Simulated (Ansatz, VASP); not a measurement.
# One calculation of Pd, two programs

```
Pd
1.0
     2.71504    0.02247    0.00809
    -1.33806    2.41845    0.02526
     0.01345    0.05626    4.62379
Pd
2
Direct
  0.66149 0.32929 0.75077
  0.34453 0.66634 0.25235
```

Alike in both runs: task single point; functional r2SCAN; dispersion D4; k mesh 8 × 8 × 4; no spin polarisation.

|  | VASP | Ansatz |
| --- | --- | --- |
| version | VASP 6.6.1 | Ansatz 0.2.0 |
| potentials or method | VASP PAW PBE potentials, release 64 (Pd), cutoff 520 eV | plane waves, PAW |
| occupations | methfessel-paxton of order 1, width 0.1 eV | methfessel-paxton of order 1 |
| valence electrons in the cell | 20 | 36 |

Ansatz gave:

| Quantity | Value |
| --- | --- |
| pressure (GPa) | -3.9 |
| traceless stress, the component that is largest in VASP (GPa) | -1.89 |
| rms of the force components (eV/Å) | 0.067 |

Problem. Which values does VASP return?

Solution. Pressure (GPa): -3.4; traceless stress, the component that is largest in VASP (GPa): -1.90; rms of the force components (eV/Å): 0.067.

VASP's potentials were made for PBE, not for r2SCAN. Atom by atom the forces differ by 0.002 eV/Å (rms over components). VASP's potentials hold 20 valence electrons a cell and Ansatz's 36, so a difference there can come from the potentials and not from the codes. Ansatz's warnings: stress scf threshold loose.
